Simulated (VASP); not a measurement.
A run of VASP 6.6.1 is set up as follows.

The input INCAR:

```
SYSTEM = H9O4F
PREC = Accurate ; ENCUT = 520
EDIFF = 1E-7 ; ISMEAR = -1
SIGMA = 0.02 ; LREAL = .FALSE.
LASPH = .TRUE. ; NELM = 60
ALGO = Normal ; ISIF = 2
LWAVE = .FALSE. ; LCHARG = .FALSE.
GGA = PS ; NBANDS = 33
```

File KPOINTS:

```
regular mesh
0
G
  1 1 1
  0 0 0
```

POSCAR

```
H9O4F
1.0
    5.3601080000      0.0000000000      0.0000000000
    0.0000000000      5.3601080000      0.0000000000
    0.0000000000      0.0000000000      5.3601080000
O H F
4 9 1
Direct
    0.3384846343      0.8785774802      0.3887037993
    0.9574313781      0.1244834428      0.2070203704
    0.6001333642      0.0323086800      0.8765658840
    0.1858226852      0.5126138253      0.6588975928
    0.1879682867      0.9714647888      0.3219132908
    0.4160520961      0.8041708169      0.2400444899
    0.8591115741      0.0622840901      0.0611051773
    0.8486076433      0.2482786659      0.2818799568
    0.5530032806     -0.0063817163      0.7042350057
    0.5274679131      0.1977234450      0.9170392117
    0.2433208263      0.6587341300      0.5469241666
    0.2065416865      0.3635510902      0.5570547076
    0.3188584943      0.4985652350      0.8717141427
    0.4298913371      0.4752336261      1.0315135044
```

Potentials or basis: VASP PAW PBE potentials, release 64 (O, H, F).

Command:

```bash
$ cat potpaw_PBE.64/O/POTCAR potpaw_PBE.64/H/POTCAR potpaw_PBE.64/F/POTCAR > POTCAR
$ mpirun -np 1 vasp_gam > vasp.out
```

Question: What does it give for the largest force?

Answer: 0.301 eV/Å.

Question: What does it give for the pressure?

Answer: -0.4 GPa.

Stress tensor (GPa, compression positive):
```
 0.18 -0.21 -0.43
-0.21 -0.03 -0.34
-0.43 -0.34 -1.46
```

Caveat: the k points lie up to 1.17 Å⁻¹ apart; the PAW data sets were made with another functional, which shifts forces and pressure a little.
